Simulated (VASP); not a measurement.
ZnGa7N7O, 96 atoms in the cell. The typed cell holds 96 atoms: a = 9.573 Å, b = 11.074 Å, c = 10.398 Å, α = 90.00°, β = 90.00°, γ = 90.00°. 

```yaml
Program: VASP 6.6.1
Task: single point
Functional: r2SCAN
Potentials_or_basis: VASP PAW PBE potentials, release 64 (Ga_d, Zn, N, O)
Cutoff: 770 eV
k_mesh: 1 × 1 × 1, shifted
Occupations: fermi-dirac, width 0.05 eV
Spin: no spin polarisation
Dipole_correction: no
Further_INCAR_settings: LREAL = Auto; ALGO = Normal; EDIFF = 1e-06; NBANDS = 486; ISYM = -1
```

Potentials or basis: VASP PAW PBE potentials, release 64 (Ga_d, Zn, N, O).

Command:

```sh
$ cat potpaw_PBE.64/Ga_d/POTCAR potpaw_PBE.64/Zn/POTCAR potpaw_PBE.64/N/POTCAR potpaw_PBE.64/O/POTCAR > POTCAR
$ cp INCAR.step1 INCAR
$ mpirun -np 8 vasp_std > vasp.out
$ cp INCAR.step2 INCAR
$ mpirun -np 8 vasp_std > vasp.out
```

Hardware: 8 MPI ranks on Intel(R) Xeon(R) Platinum 8259CL CPU @ 2.50GHz (Skylake/Cascade Lake), on a shared host.

Problem. How long does it take, and how much memory?

Solution. Wall time 28 min on 8 MPI ranks on Intel(R) Xeon(R) Platinum 8259CL CPU @ 2.50GHz (Skylake/Cascade Lake) (shared host), peak memory 0.56 GiB a rank. Counts: k points 1.
